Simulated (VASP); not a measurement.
Mg5Te3, 8 atoms in the cell. The structure is tetragonal, space group P4/mmm (No. 123). Conventional cell: a = 3.868 Å, b = 3.868 Å, c = 13.613 Å, α = 90.00°, β = 90.00°, γ = 90.00°. Mg (site symmetry 4mm) has 5 Te at 3.08 to 3.44 Å and 9 Mg at 3.27 to 3.87 Å within 4.1 Å. Mg (site symmetry 4/mmm) has 8 Te at 3.35 Å and 6 Mg at 3.37 to 3.87 Å within 4.4 Å. Mg (site symmetry 4mm) has 5 Te at 3.19 to 3.22 Å and 9 Mg at 3.27 to 3.87 Å within 4.2 Å. Te (site symmetry 4mm) has 9 Mg at 3.08 to 3.35 Å and 5 Te at 3.87 to 3.88 Å within 4.1 Å. Te (site symmetry 4/mmm) has 10 Mg at 3.19 to 3.44 Å and 4 Te at 3.87 Å within 4.2 Å. The cell was generated, and may not be a known phase.

| Item | Value |
| --- | --- |
| Program | VASP 6.6.1 |
| Task | relaxation of cell and atoms |
| Functional | PBE |
| Potentials or basis | VASP PAW PBE potentials, release 64 (Mg, Te) |
| Cutoff | 600 eV |
| k mesh | 8 × 8 × 4 |
| Occupations | gaussian, width 0.1 eV |
| Spin | no spin polarisation |
| Dipole correction | no |
| Further INCAR settings | ALGO = Fast; EDIFF = 1e-06; IBRION = 2; EDIFFG = -0.01; NSW = 100; ISIF = 3 |

Potentials or basis: VASP PAW PBE potentials, release 64 (Mg, Te).

Run with:

```console
$ cat potpaw_PBE.64/Mg/POTCAR potpaw_PBE.64/Te/POTCAR > POTCAR
$ mpirun -np 1 vasp_std > vasp.out
```

Hardware: 1 thread of Intel(R) Xeon(R) Platinum 8259CL CPU @ 2.50GHz (Skylake/Cascade Lake), with other jobs on the host.

Problem. Estimate the wall time of this run.

Solution. Run time: 17 min on 1 thread of Intel(R) Xeon(R) Platinum 8259CL CPU @ 2.50GHz (Skylake/Cascade Lake), with other jobs on the host, peak memory 0.49 GiB. Counts: scf iterations 77, k points 45, ion steps 10.
